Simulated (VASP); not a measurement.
A run of VASP 6.6.1 is set up as follows.

The input INCAR:

```
SYSTEM = Si2Ni
PREC     = Accurate       ! precision mode
ENCUT    = 600            ! plane-wave cutoff, eV
EDIFF    = 1E-6           ! SCF threshold, eV
ISMEAR   = -1             ! smearing method
SIGMA    = 0.05           ! smearing width, eV
LREAL    = .FALSE.        ! projectors in reciprocal space
LASPH    = .TRUE.         ! aspherical terms in the spheres
NELM     = 200            ! most SCF steps
ALGO     = Normal         ! electronic algorithm
ISIF     = 2              ! what is computed and relaxed
LWAVE    = .FALSE.        ! write WAVECAR
LCHARG   = .FALSE.        ! write CHGCAR
ISPIN    = 2              ! spin polarisation
MAGMOM   = 1 0 0          ! initial moments
LORBIT   = 11             ! projections on sites
LMAXMIX  = 4              ! l up to which the mixer works
GGA      = CA             ! functional
NBANDS   = 20             ! bands
GGA_COMPAT= .FALSE.
```

KPOINTS

```
regular mesh
0
G
  9 9 9
  0 0 0
```

The input POSCAR:

```
Si2Ni
1.0
    0.0000000000      2.7209011839      2.7209011839
    2.7209011839      0.0000000000      2.7209011839
    2.7209011839      2.7209011839      0.0000000000
Ni Si
1 2
Direct
    0.0000000000      0.0000000000      0.0000000000
    0.7500000000      0.7500000000      0.7500000000
    0.2500000000      0.2500000000      0.2500000000
```

Potentials or basis: VASP PAW LDA potentials, release 64 (Ni, Si).

Run with:

```console
$ cat potpaw_LDA.64/Ni/POTCAR potpaw_LDA.64/Si/POTCAR > POTCAR
$ mpirun -np 1 vasp_std > vasp.out
```

(1) Estimate the net moment.

(2) Estimate the band gap on the k mesh.

(3) Predict the pressure.

Results:

(1) 0.00 μB per cell.

(2) zero (filled and empty bands overlap).

(3) -6.9 GPa.

Caveat: the cell stands under tension; the moments typed at the start vanished in this run.
